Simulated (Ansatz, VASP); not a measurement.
## Y3F in VASP and in Ansatz

```xyz
4
Lattice="5.5652 0.0000 0.0000 0.0000 5.5652 0.0000 0.0000 0.0000 3.5445" Properties=species:S:1:pos:R:3 pbc="T T T"
Y     0.0000    2.7826    1.7723
Y     2.7826    0.0000    1.7723
Y     2.7826    2.7826    0.0000
F     0.0000    0.0000    0.0000
```

Alike in both runs: functional PBE; k mesh 4 × 4 × 4; occupations gaussian, width 0.1 eV; no spin polarisation.

Ansatz relaxed the structure, and its values are those at the end. VASP's run is a single point on that final structure, the one shown.

```csv
,VASP,Ansatz
version,VASP 6.6.1,Ansatz 0.2.0
potentials or method,"VASP PAW PBE potentials, release 64 (Y_sv, F), cutoff 520 eV","scalar-relativistic, plane waves, PAW"
valence electrons in the cell,40,40
```

Ansatz gave:

```
gap on the k mesh at the Fermi level (eV) : none
pressure (GPa)                            : 0.2
```

Task: What did VASP give for the same quantities?

Result: gap on the k mesh at the Fermi level (eV): none; pressure (GPa): 0.1.

A gap of «none» marks a metal or a gap that the smearing closes.

The k mesh is coarse, so the values compare programs but aren't converged.
